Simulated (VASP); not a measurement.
# C (Im-3m) in VASP: notebook, part 2 of 2

VASP 6.6.1.

## Step 3: Single point, PBE

File INCAR:

```
SYSTEM = C
PREC = Accurate ; ENCUT = 520
EDIFF = 1E-6 ; ISMEAR = 0
SIGMA = 0.02 ; LREAL = .False.
LASPH = .True. ; NELM = 100
ALGO = Normal ; ISIF = 2
LWAVE = .False. ; LCHARG = .False.
GGA = PE ; NBANDS = 8
```

File KPOINTS:

```
Automatic mesh
0
Gamma
  12 12 12
  0 0 0
```

File POSCAR:

```
C
1.0
    1.1900000000      1.1900000000      1.1900000000
   -1.1900000000      1.1900000000      1.1900000000
   -1.1900000000     -1.1900000000      1.1900000000
C
1
Direct
    0.0000000000      0.0000000000      0.0000000000
```

Potentials or basis: VASP PAW PBE potentials, release 64 (C).

The run is started by

```bash
> cat potpaw_PBE.64/C/POTCAR > POTCAR
> mpirun -np 1 vasp_std > vasp.out
```

Run time: 1.7 s. Hardware: 1 thread of Intel Xeon Platinum 8488C (Sapphire Rapids), shared host; peak memory 0.11 GiB.

It converged, with:

```
Free energy            : -4.8799 eV
Pressure               : 0.1 GPa
Band gap on the k mesh : zero (band 2 reaches 17.37 eV, above the bottom of band 3 at 3.40 eV)
```

Levels at points of the mesh, in eV from the Fermi level:
| k point | band 1 | band 2 | band 3 | band 4 | band 5 | band 6 | band 7 |
| --- | --- | --- | --- | --- | --- | --- | --- |
| (0.00, 0.00, 0.00) | -19.34 | 9.14 | 9.14 | 9.14 | 33.24 | 33.24 | 33.24 |
| (0.50, 0.00, 0.00) | -8.61 | -8.43 | 4.54 | 7.76 | 21.70 | 22.90 | 35.12 |
| (0.50, 0.50, 0.50) | -1.38 | -1.38 | -1.38 | 0.63 | 12.13 | 12.13 | 43.45 |

## Step 4: Single point, PBE

This run uses another cell than the first one, of 6.61 Å³/atom, 0.980 times its volume.

File INCAR:

```
  PREC = Accurate
  ENCUT = 520
  EDIFF = 1E-6
  ISMEAR = 0
  SIGMA = 0.02
  LREAL = F
  LASPH = T
  NELM = 60
  ALGO = Normal
  ISIF = 2
  LWAVE = F
  LCHARG = T
  GGA = PE
  LELF = T
  LVHAR = T
  NBANDS = 8
```

File KPOINTS:

```
regular mesh
0
Gamma
  12 12 12
```

File POSCAR:

```
C
1.0
    1.1820131822      1.1820131822      1.1820131822
   -1.1820131822      1.1820131822      1.1820131822
   -1.1820131822     -1.1820131822      1.1820131822
C
1
Direct
    0.0000000000      0.0000000000      0.0000000000
```

Potentials or basis: VASP PAW PBE potentials, release 64 (C).

The run is started by

```bash
> cat potpaw_PBE.64/C/POTCAR > POTCAR
> mpirun -np 1 vasp_std > vasp.out
```

OUTCAR:

```text
PREC = Accurate
   ENCUT = 520
   EDIFF = 1E-6
   ISMEAR = 0
   LREAL = F
   LASPH = T
   NELM = 60
   ISIF = 2
   GGA = PE

 ion  position               nearest neighbor table
   1  0.000  0.000  0.000-

  LATTYP: Found a body centered cubic cell.
 ALAT       =     2.3640263644

  Lattice vectors:

 A1 = (   1.1820131822,  -1.1820131822,  -1.1820131822)
 A2 = (   1.1820131822,   1.1820131822,   1.1820131822)
 A3 = (  -1.1820131822,  -1.1820131822,   1.1820131822)

Analysis of symmetry for initial positions (statically):
=====================================================================
 Subroutine PRICEL returns:
 Original cell was already a primitive cell.

 Routine SETGRP: Setting up the symmetry group for a
 body centered cubic supercell.

 Subroutine GETGRP returns: Found 48 space group operations
 (whereof 48 operations were pure point group operations)
 out of a pool of 48 trial point group operations.

The static configuration has the point symmetry O_h .

Analysis of symmetry for dynamics (positions and initial velocities):
=====================================================================
 Subroutine PRICEL returns:
[... 153 lines left out ...]
  energy without entropy =       -4.87772381  energy(sigma->0) =       -4.87786749

 E-fermi :   8.4851     XC(G=0): -13.1785

 val. band max:        8.4848999075   @ k =   0.4167   0.3333   0.2500
 cond. band min:       8.5243974116   @ k =   0.1667  -0.4167   0.1667
 fundamental gap:      0.0394975041
 Fermi energy:         8.4851425267

 k-point     1 :       0.0000    0.0000    0.0000
  band No.  band energies     occupation
      1     -11.1044      2.00000
      2      17.8412      0.00000
      3      17.8412      0.00000
      4      17.8412      0.00000
      5      42.0723      0.00000
      6      42.0723      0.00000
      7      42.0723      0.00000
      8      44.4956      0.00000
[... 243 lines left out ...]
 k-point    24 :       0.4167    0.0833    0.0833
  band No.  band energies     occupation
      1      -3.1015      2.00000
      2       3.8479      2.00000
      3      12.7559      0.00000
      4      16.1125      0.00000
      5      30.5818      0.00000
      6      33.2017      0.00000
      7      41.2945      0.00000
      8      44.3920      0.00000

 [... further k-points ...]
[... 5 lines left out ...]
  --------------------------------------------------------------------------------------
  -------------------------------------------------------------------------------------
  Total        0.1719302      0.1719302      0.1719302      0.0000000      0.0000000      0.0000000
  in kB       41.6999822     41.6999822     41.6999822      0.0000000      0.0000000      0.0000000
  external PRESSURE =      41.6999822 kB  Pullay stress =       0.0000000 kB

 VOLUME and BASIS-vectors are now :
 -----------------------------------------------------------------------------
  energy-cutoff  :      520.00
  volume of cell :        6.61
      direct lattice vectors                 reciprocal lattice vectors
     1.182013182  1.182013182  1.182013182     0.423007127  0.000000000  0.423007127
    -1.182013182  1.182013182  1.182013182    -0.423007127  0.423007127  0.000000000
    -1.182013182 -1.182013182  1.182013182     0.000000000 -0.423007127  0.423007127

 POSITION                                       TOTAL-FORCE (eV/Angst)
 -----------------------------------------------------------------------------------
      0.00000      0.00000      0.00000         0.000000      0.000000     -0.000000
 -----------------------------------------------------------------------------------
    total drift:                                0.000000      0.000000      0.000000

  FREE ENERGIE OF THE ION-ELECTRON SYSTEM (eV)
  ---------------------------------------------------
  free  energy   TOTEN  =        -4.8780111573 eV

  energy  without entropy=       -4.8777238131  energy(sigma->0) =       -4.87786749
```

Run time: 2 s. Hardware: 1 thread of Intel Xeon Platinum 8488C (Sapphire Rapids), shared host; peak memory 0.11 GiB.

Results:

```
Free energy            : -4.8780 eV
Pressure               : 4.2 GPa
Band gap on the k mesh : zero (band 2 reaches 17.84 eV, above the bottom of band 3 at 3.54 eV)
```

Levels at points of the mesh, in eV from the Fermi level:
| k point | band 1 | band 2 | band 3 | band 4 | band 5 |
| --- | --- | --- | --- | --- | --- |
| (0.00, 0.00, 0.00) | -19.59 | 9.36 | 9.36 | 9.36 | 33.59 |
| (0.50, 0.00, 0.00) | -8.78 | -8.44 | 4.65 | 7.93 | 22.00 |
| (0.50, 0.50, 0.50) | -1.40 | -1.40 | -1.40 | 0.89 | 12.16 |

## Step 5: Single point, PBE

This run uses another cell than the first one, of 6.88 Å³/atom, 1.020 times its volume.

File INCAR:

```
SYSTEM = C
ALGO = Normal
EDIFF = 1E-7
ENCUT = 520
GGA = PE
ISIF = 2
ISMEAR = 0
LASPH = .TRUE.
LCHARG = .FALSE.
LREAL = .FALSE.
LWAVE = .FALSE.
NBANDS = 8
NELM = 100
PREC = Accurate
SIGMA = 0.02
```

File KPOINTS:

```
k-points
0
G
  12 12 12
  0 0 0
```

File POSCAR:

```
C
1.0
    1.1978810244      1.1978810244      1.1978810244
   -1.1978810244      1.1978810244      1.1978810244
   -1.1978810244     -1.1978810244      1.1978810244
C
1
Direct
    0.0000000000      0.0000000000      0.0000000000
```

The run is started by

```bash
> cat potpaw_PBE.64/C/POTCAR > POTCAR
> mpirun -np 1 vasp_std > vasp.out
```

It took 1.8 s on 1 thread of Intel Xeon Platinum 8488C (Sapphire Rapids), shared host; peak memory 0.11 GiB.

It converged, with:

```yaml
Free_energy: -4.8786 eV
Pressure: -3.5 GPa
Band_gap_on_the_k_mesh: zero (band 2 reaches 16.92 eV, above the bottom of band 3 at 3.25 eV)
```

Levels at points of the mesh, in eV from the Fermi level:
```
           k point  band 1  band 2  band 3  band 4  band 5
(0.00, 0.00, 0.00)  -19.10    8.94    8.94    8.94   32.91
(0.50, 0.00, 0.00)   -8.44   -8.41    4.44    7.60   21.41
(0.50, 0.50, 0.50)   -1.35   -1.35   -1.35    0.38   12.10
```

## Step 6: Relaxation of cell and atoms, PBE

File INCAR:

```
  PREC = Accurate
  ENCUT = 600
  EDIFF = 1E-7
  ISMEAR = 0
  SIGMA = 0.02
  LREAL = F
  LASPH = T
  NELM = 60
  ALGO = Normal
  ISIF = 3
  LWAVE = F
  LCHARG = F
  GGA = PE
  IBRION = 2
  NSW = 80
  EDIFFG = -0.02
```

File KPOINTS:

```
Automatic mesh
0
Gamma
  12 12 12
```

File POSCAR:

```
C
1.0
    1.1900000000      1.1900000000      1.1900000000
   -1.1900000000      1.1900000000      1.1900000000
   -1.1900000000     -1.1900000000      1.1900000000
C
1
Direct
    0.0000000000      0.0000000000      0.0000000000
```

Potentials or basis: VASP PAW PBE potentials, release 64 (C).

The run is started by

```bash
> cat potpaw_PBE.64/C/POTCAR > POTCAR
> mpirun -np 1 vasp_std > vasp.out
```

Wall time 3.1 s (1 thread of Intel Xeon Platinum 8375C at 2.90GHz (Ice Lake), shared host); peak memory 0.11 GiB.

Results (log left out):

```yaml
Free_energy: -4.8805 eV
Pressure_after_relaxing: -0.1 GPa
Band_gap_on_the_k_mesh: zero (band 2 reaches 17.37 eV, above the bottom of band 3 at 3.39 eV)
```

Final structure:
```yaml
crystal:
  lattice:
    - [1.19000, 1.19000, 1.19000]
    - [-1.19000, 1.19000, 1.19000]
    - [-1.19000, -1.19000, 1.19000]
  atoms:
    - { symbol: C, position: [0.00000, 0.00000, 0.00000] }
```

Levels at points of the mesh, in eV from the Fermi level:
```tsv
k point	band 1	band 2	band 3	band 4	band 5	band 6
(0.00, 0.00, 0.00)	-19.34	9.14	9.14	9.14	33.24	33.24
(0.50, 0.00, 0.00)	-8.61	-8.43	4.54	7.76	21.70	22.90
(0.50, 0.50, 0.50)	-1.38	-1.38	-1.38	0.63	12.13	12.13
```

Caveat: the relaxation stopped at its first step, so nothing moved.

## Step 7: Summary

```csv
task,cell,cutoff (eV),gap on the mesh (eV),pressure (GPa)
single point,"a = 2.061 Å, angles 70.5, 109.5, 70.5°, 1 atom",520,none,0.1
single point,"a = 2.047 Å, angles 70.5, 109.5, 70.5°, 1 atom",520,none,4.2
single point,"a = 2.075 Å, angles 70.5, 109.5, 70.5°, 1 atom",520,none,-3.5
relaxation of cell and atoms,"relaxed from a = 2.061 Å, angles 70.5, 109.5, 70.5°, 1 atom",600,none,-0.1
```

Alike in all rows: level PBE; potentials or basis VASP PAW PBE potentials, release 64 (C); no spin polarisation; k mesh 12 × 12 × 12; smearing gaussian 0.02 eV.

Caveats: the relaxation stopped at its first step, so nothing moved (some runs).

Total energies depend on the potentials used, so only differences within one code and one set of settings carry meaning.
